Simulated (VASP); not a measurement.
# Fe (Fm-3m) in VASP: a series of runs, part 2 of 2

VASP 6.6.1. The steps go on from the part before.

### 5 Single point, PBE

This run uses another cell than the first one, of 10.27 Å³/atom, 1.064 times its volume.

INCAR

```
SYSTEM = Fe
ALGO = Normal ; EDIFF = 1E-7
ENCUT = 520 ; GGA = PE
ISIF = 2 ; ISMEAR = -1
LASPH = .True. ; LCHARG = .False.
LREAL = .False. ; LWAVE = .False.
NBANDS = 10 ; NELM = 100
PREC = Accurate ; SIGMA = 0.06122561905347299
```

KPOINTS

```
k-points
0
Gamma
  27 27 27
  0 0 0
```

POSCAR

```
Fe
1.0
    0.0000000000      1.7250450174      1.7250450174
    1.7250450174      0.0000000000      1.7250450174
    1.7250450174      1.7250450174      0.0000000000
Fe
1
Direct
    0.0000000000      0.0000000000      0.0000000000
```

Potentials or basis: VASP PAW PBE potentials, release 64 (Fe).

Launch:

```bash
cat potpaw_PBE.64/Fe/POTCAR > POTCAR
mpirun -np 1 vasp_std > vasp.out
```

OUTCAR:

```text
SYSTEM = Fe
   EDIFF = 1E-7
   ENCUT = 520
   GGA = PE
   ISIF = 2
   ISMEAR = -1
   LASPH = .True.
   LREAL = .False.
   NELM = 100
   PREC = Accurate

 ion  position               nearest neighbor table
   1  0.000  0.000  0.000-

  LATTYP: Found a face centered cubic cell.
 ALAT       =     3.4500900348

  Lattice vectors:

 A1 = (   0.0000000000,   1.7250450174,   1.7250450174)
 A2 = (   1.7250450174,   0.0000000000,   1.7250450174)
 A3 = (   1.7250450174,   1.7250450174,   0.0000000000)

Analysis of symmetry for initial positions (statically):
=====================================================================
 Subroutine PRICEL returns:
 Original cell was already a primitive cell.

 Routine SETGRP: Setting up the symmetry group for a
 face centered cubic supercell.

 Subroutine GETGRP returns: Found 48 space group operations
 (whereof 48 operations were pure point group operations)
 out of a pool of 48 trial point group operations.

The static configuration has the point symmetry O_h .

Analysis of symmetry for dynamics (positions and initial velocities):
=====================================================================
 Subroutine PRICEL returns:
 Original cell was already a primitive cell.

 Routine SETGRP: Setting up the symmetry group for a
 face centered cubic supercell.

 Subroutine GETGRP returns: Found 48 space group operations
 (whereof 48 operations were pure point group operations)
 out of a pool of 48 trial point group operations.

The dynamic configuration has the point symmetry O_h .

 Subroutine INISYM returns: Found 48 space group operations
 (whereof 48 operations are pure point group operations),
 and found     1 'primitive' translations

----------------------------------------------------------------------------------------

                                     Primitive cell

  volume of cell :      10.2667

  direct lattice vectors                    reciprocal lattice vectors
     0.000000000  1.725045017  1.725045017    -0.289847508  0.289847508  0.289847508
     1.725045017  0.000000000  1.725045017     0.289847508 -0.289847508  0.289847508
     1.725045017  1.725045017  0.000000000     0.289847508  0.289847508 -0.289847508

  length of vectors
     2.439582059  2.439582059  2.439582059     0.502030611  0.502030611  0.502030611

  position of ions in fractional coordinates (direct lattice)
     0.000000000  0.000000000  0.000000000

  ion indices of the primitive-cell ions
   primitive index   ion index
                 1           1

----------------------------------------------------------------------------------------

 KPOINTS: k-points

Automatic generation of k-mesh.
 Grid dimensions read from file:
 generate k-points for:   27   27   27

 Generating k-lattice:

  Cartesian coordinates                     Fractional coordinates (reciprocal lattice)
    -0.010735093  0.010735093  0.010735093     0.037037037  0.000000000  0.000000000
     0.010735093 -0.010735093  0.010735093     0.000000000  0.037037037  0.000000000
     0.010735093  0.010735093 -0.010735093     0.000000000  0.000000000  0.037037037

  Length of vectors
     0.018593726  0.018593726  0.018593726

  Shift w.r.t. Gamma in fractional coordinates (k-lattice)
     0.000000000  0.000000000  0.000000000

 Subroutine IBZKPT returns following result:
 ===========================================

 Found    560 irreducible k-points:

 Following reciprocal coordinates:
            Coordinates               Weight
  0.000000  0.000000  0.000000      1.000000
  0.037037  0.000000  0.000000      8.000000
  0.074074  0.000000  0.000000      8.000000
  0.111111  0.000000  0.000000      8.000000
  0.148148  0.000000  0.000000      8.000000
  0.185185  0.000000  0.000000      8.000000
[... 16 lines left out ...]
  0.333333  0.037037  0.000000     24.000000
  0.370370  0.037037  0.000000     24.000000
 [... further k-points ...]
   k-points           NKPTS =    560   k-points in BZ     NKDIM =    560   number of bands    NBANDS=     10
   number of dos      NEDOS =    301   number of ions     NIONS =      1
   total plane-waves  NPLWV =   5832
   dimension x,y,z NGX =    18 NGY =   18 NGZ =   18
   dimension x,y,z NGXF=    36 NGYF=   36 NGZF=   36
   ions per type =               1
   NGX,Y,Z   is equivalent  to a cutoff of  12.27, 12.27, 12.27 a.u.
   NGXF,Y,Z  is equivalent  to a cutoff of  24.53, 24.53, 24.53 a.u.
 SYSTEM =  Fe
   PREC   = accura    normal or accurate (medium, high low for compatibility)
   ISTART =      0    job   : 0-new  1-cont  2-samecut
   ICHARG =      2    charge: 1-file 2-atom 10-const
   ISPIN  =      1    spin polarized calculation?
   LNONCOLLINEAR =      F non collinear calculations
   LSORBIT =      F    spin-orbit coupling
   LASPH  =      T    aspherical Exc in radial PAW
   ENCUT  =  520.0 eV  38.22 Ry    6.18 a.u.   4.54  4.54  4.54*2*pi/ulx,y,z
   NELM   =    100;   NELMIN=  2; NELMDL= -5     # of ELM steps
   EDIFF  = 0.1E-06   stopping-criterion for ELM
   LREAL  =      F    real-space projection
   EDIFFG = 0.1E-05   stopping-criterion for IOM
   NSW    =      0    number of steps for IOM
   IBRION =     -1    ionic relax: 0-MD 1-quasi-New 2-CG
   NFREE  =      0    steps in history (QN), initial steepest desc. (CG)
   ISIF   =      2    stress and relaxation
   ISYM   =      2    0-nonsym 1-usesym 2-fastsym
   POTIM  = 0.5000    time-step for ionic-motion
   TEBEG  =    0.0;   TEEND  =   0.0 temperature during run
   PSTRESS=    0.0 pullay stress
   NELECT =       8.0000    total number of electrons
   NUPDOWN=      -1.0000    fix difference up-down
   EMIN   =  10.00;   EMAX   =-10.00  energy-range for DOS
   EFERMI =   0.00;   METHOD = LEGACY
   ISMEAR =    -1;   SIGMA  =   0.06  broadening in eV -4-tet -1-fermi 0-gaus
   EFERMI_NEDOS =   21; number of points for ismear=-14 and -15
   IALGO  =     38    algorithm
   IMIX   =      4    mixing-type and parameters
     AMIX     =   0.40;   BMIX     =  1.00
     AMIX_MAG =   1.60;   BMIX_MAG =  1.00
  volume/ion in A,a.u.               =      10.27        69.28
  Fermi-wavevector in a.u.,A,eV,Ry     =   1.506472  2.846819 30.877849  2.269458
  Thomas-Fermi vector in A             =   2.617185
   LORBIT       =      0    0 simple, 1 ext, 2 COOP (PROOUT), +10 PAW based schemes
   GGA     = PE    functional components
   LHFCALC =     F    Hartree Fock is set to
   AEXX    =    0.0000 exact exchange contribution
   IVDW    =     0    specifies the selected vdW correction
   LEPSILON=     F    determine dielectric tensor
   LRPA    =     F    only Hartree local field effects (RPA)
 non-spin polarized calculation
  energy-cutoff  :      520.00
  volume of cell :       10.27
 maximum number of plane-waves:       291
   NGX =  9   NGY =  9   NGZ =  9

 number of electron       8.0000007 magnetization

 Free energy of the ion-electron system (eV)
  ---------------------------------------------------
  ext. energy  EPLUGINS =         0.00000000
  ---------------------------------------------------
  free energy    TOTEN  =        -8.08572309 eV

  energy without entropy =       -8.06387994  energy(sigma->0) =       -8.07480152

 E-fermi :   6.7629     XC(G=0): -13.7489

 val. band max:        6.7628946833   @ k =   0.1111   0.0741   0.0000
 cond. band min:       6.7634943814   @ k =   0.3704   0.2963   0.0741
 fundamental gap:      0.0005996982
 Fermi energy:         6.7628968769

 k-point     1 :       0.0000    0.0000    0.0000
  band No.  band energies     occupation
      1      -2.0496      2.00000
      2       5.1451      2.00000
      3       5.1451      2.00000
      4       5.1451      2.00000
      5       6.6894      1.53745
      6       6.6894      1.53745
      7      30.0663      0.00000
      8      35.5499      0.00000
      9      35.5499      0.00000
     10      35.5500      0.00000

 k-point     2 :       0.0370    0.0000    0.0000
  band No.  band energies     occupation
      1      -1.9911      2.00000
      2       5.1228      2.00000
      3       5.1625      2.00000
      4       5.1625      2.00000
      5       6.6807      1.58598
      6       6.6807      1.58598
      7      30.0149      0.00000
      8      34.7201      0.00000
      9      35.4796      0.00000
     10      35.4796      0.00000
[... 274 lines left out ...]
 k-point    24 :       0.3704    0.0370    0.0000
  band No.  band energies     occupation
      1       1.6299      2.00000
      2       5.1509      2.00000
      3       5.2244      2.00000
      4       5.2522      2.00000
      5       7.3559      0.00012
      6       7.4496      0.00003
      7      18.4746      0.00000
      8      29.2016      0.00000
      9      32.6670      0.00000
     10      34.8457      0.00000

 [... further k-points ...]
[... 5 lines left out ...]
  --------------------------------------------------------------------------------------
  -------------------------------------------------------------------------------------
  Total       -0.0474569     -0.0474569     -0.0474569     -0.0000000     -0.0000000     -0.0000000
  in kB       -7.4059116     -7.4059116     -7.4059116     -0.0000000     -0.0000000     -0.0000000
  external PRESSURE =      -7.4059116 kB  Pullay stress =       0.0000000 kB

 VOLUME and BASIS-vectors are now :
 -----------------------------------------------------------------------------
  energy-cutoff  :      520.00
  volume of cell :       10.27
      direct lattice vectors                 reciprocal lattice vectors
     0.000000000  1.725045017  1.725045017    -0.289847508  0.289847508  0.289847508
     1.725045017  0.000000000  1.725045017     0.289847508 -0.289847508  0.289847508
     1.725045017  1.725045017  0.000000000     0.289847508  0.289847508 -0.289847508

 POSITION                                       TOTAL-FORCE (eV/Angst)
 -----------------------------------------------------------------------------------
      0.00000      0.00000      0.00000         0.000000      0.000000      0.000000
 -----------------------------------------------------------------------------------
    total drift:                                0.000000     -0.000000     -0.000000

  FREE ENERGIE OF THE ION-ELECTRON SYSTEM (eV)
  ---------------------------------------------------
  free  energy   TOTEN  =        -8.0857230937 eV

  energy  without entropy=       -8.0638799449  energy(sigma->0) =       -8.07480152
```

OSZICAR:

```text
N       E                     dE             d eps       ncg     rms          rms(c)
DAV:   1     0.168224441001E+02    0.16822E+02   -0.44173E+03 11718   0.106E+03
DAV:   2    -0.912696263386E+01   -0.25949E+02   -0.24528E+02 11346   0.134E+02
DAV:   3    -0.965361507903E+01   -0.52665E+00   -0.52258E+00 12488   0.240E+01
DAV:   4    -0.965560530437E+01   -0.19902E-02   -0.19899E-02 11982   0.135E+00
DAV:   5    -0.965561909648E+01   -0.13792E-04   -0.13792E-04 12098   0.109E-01    0.121E+01
DAV:   6    -0.821146271695E+01    0.14442E+01   -0.13091E+01 12210   0.563E+01    0.192E+00
DAV:   7    -0.810522146757E+01    0.10624E+00   -0.70795E-01 12350   0.128E+01    0.739E-01
DAV:   8    -0.809099460783E+01    0.14227E-01   -0.90222E-03 16482   0.936E-01    0.326E-01
DAV:   9    -0.808573700907E+01    0.52576E-02   -0.38294E-03 13812   0.385E-01    0.557E-02
DAV:  10    -0.808572394130E+01    0.13068E-04   -0.38003E-05 15046   0.790E-02    0.190E-02
DAV:  11    -0.808572284409E+01    0.10972E-05   -0.10922E-06 11938   0.967E-03    0.108E-03
DAV:  12    -0.808572295960E+01   -0.11551E-06   -0.48415E-09  6940   0.772E-04    0.677E-04
DAV:  13    -0.808572309727E+01   -0.13767E-06   -0.44895E-09  5768   0.673E-04    0.469E-05
DAV:  14    -0.808572309370E+01    0.35769E-08   -0.17053E-10  5696   0.211E-04
   1 F= -.80857231E+01 E0= -.80748015E+01  d E =-.218431E-01
```

stdout:

```text
POSCAR found type information on POSCAR Fe
 POSCAR found :  1 types and       1 ions
 scaLAPACK will be used
 LDA part: xc-table for (Slater+PW92), standard interpolation
 POSCAR, INCAR and KPOINTS ok, starting setup
 FFT: planning ... GRIDC
 FFT: planning ... GRID_SOFT
 FFT: planning ... GRID
 WAVECAR not read
 entering main loop
```

It took 83 s on 1 thread of Intel Xeon 6975P-C, shared host; peak memory 0.17 GiB.

Results:

```yaml
Free_energy: -8.0857 eV
Pressure: -0.7 GPa
Band_gap_on_the_k_mesh: zero (band 4 reaches 8.01 eV, above the bottom of band 5 at 5.96 eV)
```

Caveat: the run has no spin polarisation, though such a crystal can be magnetic. Spin polarisation is off, so any magnetic state and its effect on volume and gap are missing.

### 6 Summary

```csv
cell,gap on the mesh (eV),pressure (GPa)
"a = 2.390 Å, angles 60.0°, 1 atom",none,19.3
"a = 2.407 Å, angles 60.0°, 1 atom",none,11.9
"a = 2.423 Å, angles 60.0°, 1 atom",none,5.2
"a = 2.440 Å, angles 60.0°, 1 atom",none,-0.7
```

Alike in all rows: task single point; level PBE; potentials or basis VASP PAW PBE potentials, release 64 (Fe); no spin polarisation; k mesh 27 × 27 × 27; cutoff (eV) 520; smearing fermi-dirac 0.0612256 eV.

Caveats: the run has no spin polarisation, though such a crystal can be magnetic.

Absolute energies hang on the potentials; compare differences alone.
